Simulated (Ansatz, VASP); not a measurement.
One calculation of AlRu, two programs

Contents of INCAR:

```
SYSTEM = AlRu
PREC = Accurate
ENCUT = 500
EDIFF = 1E-6
ISMEAR = -1
SIGMA = 0.08
LREAL = .False.
LASPH = .True.
NELM = 120
ALGO = Normal
ISIF = 2
LWAVE = .False.
LCHARG = .False.
GGA = PE
NBANDS = 16
GGA_COMPAT = .False.
```

The input KPOINTS:

```
Automatic mesh
0
Gamma
  14 14 14
  0 0 0
```

POSCAR

```
AlRu
1.0
    2.8719360000      0.0000000000      0.0000000000
    0.0000000000      2.8719360000      0.0000000000
    0.0000000000      0.0000000000      2.9916000000
Al Ru
1 1
Direct
    0.0000000000      0.0000000000      0.0000000000
    0.5000000000      0.5000000000      0.5000000000
```

Input for Ansatz:

```yaml
crystal:
  lattice:
    - [2.871936, 0.0, 0.0]
    - [0.0, 2.871936, 0.0]
    - [0.0, 0.0, 2.9916]
  atoms:
    - { symbol: Al, position: [0.0, 0.0, 0.0] }
    - { symbol: Ru, position: [0.5, 0.5, 0.5] }
kpoints:
  mp_grid: { grid: [14, 14, 14] }
scf:
  occupations: { method: fermi_dirac, width: 0.08 }
hamiltonian:
  xc: pbe
  pseudopotentials: { kind: all_electron, lapw: { basis_error: 0.0005 } }
output:
  forces: true
  stress: true
  eigenvalues: true
```

Change from the starting cell: x and y stretched by -4 %, z held.

Alike in both runs: task single point; functional PBE; k mesh 14 × 14 × 14; occupations fermi-dirac, width 0.08 eV; no spin polarisation.

|  | VASP | Ansatz |
| --- | --- | --- |
| version | VASP 6.6.1 | Ansatz 0.2.0 |
| potentials or method | VASP PAW PBE potentials, release 64 (Al, Ru_pv), cutoff 500 eV | all-electron LAPW, scalar-relativistic |

VASP gave:

* pressure (GPa): 23.9
* traceless stress, the component that is largest in VASP (GPa): -5.64

Which values does Ansatz return?

Pressure (GPa): 23.7; traceless stress, the component that is largest in VASP (GPa): -5.62.

Ansatz ran all-electron here, and VASP with PAW potentials.
